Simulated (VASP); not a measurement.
# Sn3Se (Fm-3m) in VASP: notebook

Runs on Sn3Se. Level: PBEsol. Tasks: single point, relaxation of cell and atoms.

Program: VASP 6.6.1. These are calculated values, not measurements. Logs are shortened: lines on timing, memory, paths and dates and some standing lists are left out, and cuts for length are marked.

### Step 1. The cell of the first run

The structure is cubic, space group Fm-3m (No. 225). The conventional cell has a = 7.316 Å, b = 7.316 Å, c = 7.316 Å, α = 90.00°, β = 90.00°, γ = 90.00°. Sn (site symmetry -43m) has 10 Sn at 3.17 to 3.66 Å and 4 Se at 3.17 Å within 4.2 Å. Within 4.2 Å of Sn (site symmetry m-3m) lie 8 Sn at 3.17 Å and 6 Se at 3.66 Å. Within 4.2 Å of Se (site symmetry m-3m) lie 14 Sn at 3.17 to 3.66 Å.

### Step 2. Single point, PBEsol

INCAR

```
PREC     = Accurate       # precision mode
ENCUT    = 520            # plane-wave cutoff, eV
EDIFF    = 1E-6           # SCF threshold, eV
ISMEAR   = 1              # smearing method
SIGMA    = 0.15           # smearing width, eV
LREAL    = False          # projectors in reciprocal space
LASPH    = True           # aspherical terms in the spheres
NELM     = 100            # most SCF steps
ALGO     = Normal         # electronic algorithm
ISIF     = 2              # what is computed and relaxed
LWAVE    = False          # write WAVECAR
LCHARG   = True           # write CHGCAR
GGA      = PS             # functional
LELF     = True           # ELF
LVHAR    = True         
NBANDS   = 32             # bands
```

KPOINTS

```
regular mesh
0
Gamma
  12 12 12
```

POSCAR

```
Sn3Se
1.0
    0.0000000000      3.6581854746      3.6581854746
    3.6581854746      0.0000000000      3.6581854746
    3.6581854746      3.6581854746      0.0000000000
Sn Se
3 1
Direct
    0.2500000000      0.2500000000      0.2500000000
    0.7500000000      0.7500000000      0.7500000000
    0.5000000000      0.5000000000      0.5000000000
    0.0000000000      0.0000000000      0.0000000000
```

Potentials or basis: VASP PAW PBE potentials, release 64 (Sn_d, Se).

The run is started by

```sh
> cat potpaw_PBE.64/Sn_d/POTCAR potpaw_PBE.64/Se/POTCAR > POTCAR
> mpirun -np 1 vasp_std > vasp.out
```

OUTCAR:

```text
PREC = Accurate
   ENCUT = 520
   EDIFF = 1E-6
   ISMEAR = 1
   LREAL = False
   LASPH = True
   NELM = 100
   ISIF = 2
   GGA = PS

 ion  position               nearest neighbor table
   1  0.250  0.250  0.250-   4 3.17   4 3.17   4 3.17   3 3.17   4 3.17   3 3.17   3 3.17   3 3.17
                             2 3.66   2 3.66   2 3.66   2 3.66   2 3.66   2 3.66
   2  0.750  0.750  0.750-   3 3.17   3 3.17   3 3.17   3 3.17   4 3.17   4 3.17   4 3.17   4 3.17
                             1 3.66   1 3.66   1 3.66   1 3.66   1 3.66   1 3.66
   3  0.500  0.500  0.500-   1 3.17   1 3.17   1 3.17   1 3.17   2 3.17   2 3.17   2 3.17   2 3.17

   4  0.000  0.000  0.000-   2 3.17   2 3.17   2 3.17   1 3.17   2 3.17   1 3.17   1 3.17   1 3.17

  LATTYP: Found a face centered cubic cell.
 ALAT       =     7.3163709492

  Lattice vectors:

 A1 = (   0.0000000000,   3.6581854746,   3.6581854746)
 A2 = (   3.6581854746,   0.0000000000,   3.6581854746)
 A3 = (   3.6581854746,   3.6581854746,   0.0000000000)

Analysis of symmetry for initial positions (statically):
=====================================================================
 Subroutine PRICEL returns:
 Original cell was already a primitive cell.

 Routine SETGRP: Setting up the symmetry group for a
 face centered cubic supercell.

 Subroutine GETGRP returns: Found 48 space group operations
 (whereof 48 operations were pure point group operations)
 out of a pool of 48 trial point group operations.

The static configuration has the point symmetry O_h .

Analysis of symmetry for dynamics (positions and initial velocities):
=====================================================================
 Subroutine PRICEL returns:
 Original cell was already a primitive cell.

 Routine SETGRP: Setting up the symmetry group for a
 face centered cubic supercell.

 Subroutine GETGRP returns: Found 48 space group operations
 (whereof 48 operations were pure point group operations)
 out of a pool of 48 trial point group operations.

The dynamic configuration has the point symmetry O_h .

 Subroutine INISYM returns: Found 48 space group operations
 (whereof 48 operations are pure point group operations),
 and found     1 'primitive' translations

----------------------------------------------------------------------------------------

                                     Primitive cell

  volume of cell :      97.9100

  direct lattice vectors                    reciprocal lattice vectors
     0.000000000  3.658185475  3.658185475    -0.136679784  0.136679784  0.136679784
     3.658185475  0.000000000  3.658185475     0.136679784 -0.136679784  0.136679784
     3.658185475  3.658185475  0.000000000     0.136679784  0.136679784 -0.136679784

  length of vectors
     5.173455512  5.173455512  5.173455512     0.236736330  0.236736330  0.236736330

  position of ions in fractional coordinates (direct lattice)
     0.250000000  0.250000000  0.250000000
     0.750000000  0.750000000  0.750000000
     0.500000000  0.500000000  0.500000000
     0.000000000  0.000000000  0.000000000

  ion indices of the primitive-cell ions
   primitive index   ion index
                 1           1
                 2           2
                 3           3
                 4           4

----------------------------------------------------------------------------------------

 KPOINTS: regular mesh

Automatic generation of k-mesh.
 Grid dimensions read from file:
 generate k-points for:   12   12   12

 Generating k-lattice:

  Cartesian coordinates                     Fractional coordinates (reciprocal lattice)
    -0.011389982  0.011389982  0.011389982     0.083333333  0.000000000  0.000000000
     0.011389982 -0.011389982  0.011389982     0.000000000  0.083333333  0.000000000
     0.011389982  0.011389982 -0.011389982     0.000000000  0.000000000  0.083333333

  Length of vectors
     0.019728028  0.019728028  0.019728028

  Shift w.r.t. Gamma in fractional coordinates (k-lattice)
     0.000000000  0.000000000  0.000000000

 Subroutine IBZKPT returns following result:
 ===========================================

 Found     72 irreducible k-points:

 Following reciprocal coordinates:
            Coordinates               Weight
  0.000000  0.000000  0.000000      1.000000
  0.083333  0.000000  0.000000      8.000000
  0.166667  0.000000  0.000000      8.000000
  0.250000  0.000000  0.000000      8.000000
  0.333333  0.000000  0.000000      8.000000
  0.416667  0.000000  0.000000      8.000000
[... 16 lines left out ...]
  0.500000  0.166667  0.000000     24.000000
 -0.416667  0.166667  0.000000     24.000000
 [... further k-points ...]
   k-points           NKPTS =     72   k-points in BZ     NKDIM =     72   number of bands    NBANDS=     32
   number of dos      NEDOS =    301   number of ions     NIONS =      4
   total plane-waves  NPLWV =  64000
   dimension x,y,z NGX =    40 NGY =   40 NGZ =   40
   dimension x,y,z NGXF=    80 NGYF=   80 NGZF=   80
   ions per type =               3   1
   NGX,Y,Z   is equivalent  to a cutoff of  12.85, 12.85, 12.85 a.u.
   NGXF,Y,Z  is equivalent  to a cutoff of  25.71, 25.71, 25.71 a.u.
 SYSTEM =  unknown system
   PREC   = accura    normal or accurate (medium, high low for compatibility)
   ISTART =      0    job   : 0-new  1-cont  2-samecut
   ICHARG =      2    charge: 1-file 2-atom 10-const
   ISPIN  =      1    spin polarized calculation?
   LNONCOLLINEAR =      F non collinear calculations
   LSORBIT =      F    spin-orbit coupling
   LASPH  =      T    aspherical Exc in radial PAW
   ENCUT  =  520.0 eV  38.22 Ry    6.18 a.u.   9.62  9.62  9.62*2*pi/ulx,y,z
   NELM   =    100;   NELMIN=  2; NELMDL= -5     # of ELM steps
   EDIFF  = 0.1E-05   stopping-criterion for ELM
   LREAL  =      F    real-space projection
   EDIFFG = 0.1E-04   stopping-criterion for IOM
   NSW    =      0    number of steps for IOM
   IBRION =     -1    ionic relax: 0-MD 1-quasi-New 2-CG
   NFREE  =      0    steps in history (QN), initial steepest desc. (CG)
   ISIF   =      2    stress and relaxation
   ISYM   =      2    0-nonsym 1-usesym 2-fastsym
   POTIM  = 0.5000    time-step for ionic-motion
   TEBEG  =    0.0;   TEEND  =   0.0 temperature during run
   PSTRESS=    0.0 pullay stress
   NELECT =      48.0000    total number of electrons
   NUPDOWN=      -1.0000    fix difference up-down
   EMIN   =  10.00;   EMAX   =-10.00  energy-range for DOS
   EFERMI =   0.00;   METHOD = LEGACY
   ISMEAR =     1;   SIGMA  =   0.15  broadening in eV -4-tet -1-fermi 0-gaus
   EFERMI_NEDOS =   21; number of points for ismear=-14 and -15
   IALGO  =     38    algorithm
   IMIX   =      4    mixing-type and parameters
     AMIX     =   0.40;   BMIX     =  1.00
     AMIX_MAG =   1.60;   BMIX_MAG =  1.00
  volume/ion in A,a.u.               =      24.48       165.18
  Fermi-wavevector in a.u.,A,eV,Ry     =   1.290861  2.439374 22.671693  1.666322
  Thomas-Fermi vector in A             =   2.422667
   LORBIT       =      0    0 simple, 1 ext, 2 COOP (PROOUT), +10 PAW based schemes
   GGA     = PS    functional components
   LHFCALC =     F    Hartree Fock is set to
   AEXX    =    0.0000 exact exchange contribution
   IVDW    =     0    specifies the selected vdW correction
   LEPSILON=     F    determine dielectric tensor
   LRPA    =     F    only Hartree local field effects (RPA)
 non-spin polarized calculation
 Methfessel and Paxton  Order N= 1 SIGMA  =   0.15
  energy-cutoff  :      520.00
  volume of cell :       97.91
 maximum number of plane-waves:      2685
   NGX = 19   NGY = 19   NGZ = 19

 number of electron      47.9999980 magnetization

 Free energy of the ion-electron system (eV)
  ---------------------------------------------------
  ext. energy  EPLUGINS =         0.00000000
  ---------------------------------------------------
  free energy    TOTEN  =       -16.67991625 eV

  energy without entropy =      -16.67817755  energy(sigma->0) =      -16.67933668

 E-fermi :   7.7582     XC(G=0): -10.7204

 val. band max:        7.7459333194   @ k =  -0.3333   0.2500   0.0833
 cond. band min:       7.7587529829   @ k =   0.5000   0.4167   0.0833
 fundamental gap:      0.0128196635
 Fermi energy:         7.7582000558

 k-point     1 :       0.0000    0.0000    0.0000
  band No.  band energies     occupation
      1     -13.6949      2.00000
      2     -13.6949      2.00000
      3     -13.6494      2.00000
      4     -13.6494      2.00000
      5     -13.6494      2.00000
      6     -13.6493      2.00000
[... 24 lines left out ...]
     31      14.8168      0.00000
     32      14.8168      0.00000

 k-point     2 :       0.0833    0.0000    0.0000
  band No.  band energies     occupation
      1     -13.6923      2.00000
      2     -13.6923      2.00000
      3     -13.6628      2.00000
      4     -13.6570      2.00000
      5     -13.6570      2.00000
      6     -13.6424      2.00000
[... 24 lines left out ...]
     31      14.3395      0.00000
     32      14.7232      0.00000

 k-point     3 :       0.1667    0.0000    0.0000
  band No.  band energies     occupation
      1     -13.6849      2.00000
      2     -13.6849      2.00000
      3     -13.6719      2.00000
      4     -13.6648      2.00000
      5     -13.6648      2.00000
      6     -13.6364      2.00000
[... 24 lines left out ...]
     31      13.2612      0.00000
     32      14.4140      0.00000

 k-point     4 :       0.2500    0.0000    0.0000
  band No.  band energies     occupation
      1     -13.6751      2.00000
      2     -13.6742      2.00000
      3     -13.6742      2.00000
      4     -13.6713      2.00000
      5     -13.6713      2.00000
      6     -13.6314      2.00000
[... 654 lines left out ...]
     31      13.5051      0.00000
     32      14.2688      0.00000

 k-point    23 :       0.5000    0.1667    0.0000
  band No.  band energies     occupation
      1     -13.6858      2.00000
      2     -13.6813      2.00000
      3     -13.6607      2.00000
      4     -13.6490      2.00000
      5     -13.6420      2.00000
      6     -13.6280      2.00000
[... 24 lines left out ...]
     31      13.4387      0.00000
     32      15.4700      0.00000

 k-point    24 :      -0.4167    0.1667    0.0000
  band No.  band energies     occupation
      1     -13.6834      2.00000
      2     -13.6828      2.00000
      3     -13.6611      2.00000
      4     -13.6456      2.00000
      5     -13.6375      2.00000
      6     -13.6314      2.00000
[... 24 lines left out ...]
     31      13.5593      0.00000
     32      16.5107      0.00000

 [... further k-points ...]
[... 5 lines left out ...]
  --------------------------------------------------------------------------------------
  -------------------------------------------------------------------------------------
  Total        0.0606375      0.0606375      0.0606375      0.0000000      0.0000000      0.0000000
  in kB        0.9922590      0.9922590      0.9922590      0.0000000      0.0000000      0.0000000
  external PRESSURE =       0.9922590 kB  Pullay stress =       0.0000000 kB

 VOLUME and BASIS-vectors are now :
 -----------------------------------------------------------------------------
  energy-cutoff  :      520.00
  volume of cell :       97.91
      direct lattice vectors                 reciprocal lattice vectors
     0.000000000  3.658185475  3.658185475    -0.136679784  0.136679784  0.136679784
     3.658185475  0.000000000  3.658185475     0.136679784 -0.136679784  0.136679784
     3.658185475  3.658185475  0.000000000     0.136679784  0.136679784 -0.136679784

 POSITION                                       TOTAL-FORCE (eV/Angst)
 -----------------------------------------------------------------------------------
      1.82909      1.82909      1.82909        -0.000000      0.000000      0.000000
      5.48728      5.48728      5.48728         0.000000      0.000000     -0.000000
      3.65819      3.65819      3.65819        -0.000000     -0.000000     -0.000000
      0.00000      0.00000      0.00000        -0.000000     -0.000000     -0.000000
 -----------------------------------------------------------------------------------
    total drift:                               -0.000000     -0.000000      0.000000

  FREE ENERGIE OF THE ION-ELECTRON SYSTEM (eV)
  ---------------------------------------------------
  free  energy   TOTEN  =       -16.6799162524 eV

  energy  without entropy=      -16.6781775476  energy(sigma->0) =      -16.67933668
```

Wall time 3.6 min (1 thread of Intel Xeon Platinum 8488C (Sapphire Rapids), shared host); peak memory 0.36 GiB.

Results:

| Item | Value |
| --- | --- |
| Free energy | -16.6799 eV |
| Pressure | 0.1 GPa |
| Band gap on the k mesh | zero (bands 24 and 25 overlap by 2.38 eV) |

Levels at points of the mesh, in eV from the Fermi level:
| k point | band 21 | band 22 | band 23 | band 24 | band 25 | band 26 | band 27 | band 28 |
| --- | --- | --- | --- | --- | --- | --- | --- | --- |
| (0.00, 0.00, 0.00) | -3.05 | -2.55 | -1.43 | -1.43 | -1.43 | -0.60 | -0.60 | -0.60 |
| (0.50, 0.00, 0.00) | -3.59 | -2.33 | -2.33 | -0.76 | 0.51 | 2.23 | 2.23 | 3.59 |
| (0.50, 0.50, 0.00) | -5.13 | -0.20 | 0.53 | 0.53 | 1.17 | 2.89 | 2.89 | 3.55 |

Caveat: the PAW data sets were made with another functional, which shifts forces and pressure a little; spin-orbit coupling is left out, which moves the levels of the heavy elements.

### Step 3. Relaxation of cell and atoms, PBEsol

This run uses another cell than the first one, of 26.01 Å³/atom.

INCAR

```
SYSTEM = Sn3Se
PREC = Accurate ; ENCUT = 600
EDIFF = 1E-7 ; ISMEAR = 0
SIGMA = 0.1 ; LREAL = .False.
LASPH = .True. ; NELM = 80
ALGO = Normal ; ISIF = 3
LWAVE = .False. ; LCHARG = .False.
GGA = PS ; IBRION = 2
NSW = 100 ; EDIFFG = -0.005
```

KPOINTS

```
Automatic mesh
0
Gamma
  10 10 10
  0 0 0
```

POSCAR

```
Sn3Se
1.0
    0.0000000000      3.7331380000      3.7331380000
    3.7331380000      0.0000000000      3.7331380000
    3.7331380000      3.7331380000      0.0000000000
Sn Se
3 1
Direct
    0.2500000000      0.2500000000      0.2500000000
    0.7500000000      0.7500000000      0.7500000000
    0.5000000000      0.5000000000      0.5000000000
    0.0000000000      0.0000000000      0.0000000000
```

Potentials or basis: VASP PAW PBE potentials, release 64 (Sn_d, Se).

The run is started by

```sh
> cat potpaw_PBE.64/Sn_d/POTCAR potpaw_PBE.64/Se/POTCAR > POTCAR
> mpirun -np 1 vasp_std > vasp.out
```

Run time: 7.6 min. Hardware: 1 thread of Intel Xeon Platinum 8488C (Sapphire Rapids), shared host; peak memory 0.36 GiB.

It converged, with:

```
Free energy                           : -16.6926 eV
Relaxed volume                        : 24.49 Å³/atom
Relaxed cell                          : a = 5.174 Å, b = 5.174 Å, c = 5.174 Å, α = 60.00°, β = 60.00°, γ = 60.00°
Space group after relaxing (to 0.1 Å) : Fm-3m (No. 225)
Energy gained by relaxing             : 15.9 meV/atom
Ionic steps                           : 3
Pressure after relaxing               : 0.0 GPa
```

Step by step:
```tsv
step	energy change (eV)	largest force (eV/Å)	pressure (GPa)	volume (Å³)
1	0.0000	0.0000	-3.16	104.05
2	-0.0596	0.0000	0.92	96.52
3	-0.0637	0.0000	0.01	97.94
```

Final structure:
```
Sn Se
1.0
     0.00000    3.65857    3.65857
     3.65857    0.00000    3.65857
     3.65857    3.65857    0.00000
Sn Se
3 1
Direct
  0.25000 0.25000 0.25000
  0.75000 0.75000 0.75000
  0.50000 0.50000 0.50000
  0.00000 0.00000 0.00000
```

Levels at points of the mesh, in eV from the Fermi level:
| k point | band 22 | band 23 | band 24 | band 25 | band 26 | band 27 |
| --- | --- | --- | --- | --- | --- | --- |
| (0.00, 0.00, 0.00) | -2.60 | -1.48 | -1.48 | -1.48 | -0.65 | -0.65 |
| (0.50, 0.00, 0.00) | -2.37 | -2.37 | -0.80 | 0.46 | 2.18 | 2.18 |
| (0.50, 0.50, 0.00) | -0.25 | 0.48 | 0.48 | 1.12 | 2.84 | 2.84 |

Caveat: the highest band is partly filled, so the run has too few bands; the PAW data sets were made with another functional, which shifts forces and pressure a little; spin-orbit coupling is left out, which moves the levels of the heavy elements.
